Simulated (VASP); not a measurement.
WSe2: single point with LDA

System: WSe2, a slab with vacuum.

```xyz
6
Lattice="3.2486 0.0000 0.0000 -1.6243 2.8134 0.0000 0.0000 0.0000 23.6283" Properties=species:S:1:pos:R:3 pbc="T T T"
W     1.4101    0.9378    3.2009
W     0.1973    1.8756   20.4275
Se   -0.1800    1.8756    4.8648
Se    1.8183    0.9378   22.0951
Se   -0.1746    1.8756    1.5332
Se    1.8243    0.9378   18.7635
```

This cell differs from its parent crystal: atoms displaced along several vibrational modes.

| Item | Value |
| --- | --- |
| Program | VASP 6.6.1 |
| Task | single point |
| Functional | LDA |
| Potentials or basis | VASP PAW LDA potentials, release 64 (W_sv, Se) |
| Cutoff | 520 eV |
| k mesh | 9 × 9 × 2 |
| Occupations | gaussian, width 0.05 eV |
| Spin | no spin polarisation |

| Quantity | Value |
| --- | --- |
| Largest force | 0.758 eV/Å |
| Band gap on the k mesh | 1.36 eV (least direct gap 1.69 eV) |

Forces on the atoms (eV/Å):
```
W    0.758 -0.004  0.007
W   -0.038 -0.005 -0.003
Se  -0.346  0.003  0.120
Se  -0.015 -0.014  0.071
Se  -0.340  0.021 -0.088
Se  -0.019  0.000 -0.106
```

Levels at points of the mesh, in eV from the valence-band top:
```tsv
k point	band 23	band 24	band 25	band 26	band 27	band 28	band 29	band 30
(0.00, 0.00, 0.00)	-1.34	-1.19	-0.80	0.00	2.74	2.94	2.95	3.06
(0.00, 0.00, 0.50)	-1.34	-1.19	-0.80	0.00	2.74	2.94	2.95	3.06
```

It took 19 min on 1 thread of Intel Xeon 8259CL, with other jobs on the host, peak memory 0.61 GiB.

Caveat: the cell differs from its parent crystal (atoms displaced along several vibrational modes); there is no dipole correction, which matters where the two faces differ; spin-orbit coupling is left out, which moves the levels of the heavy elements.
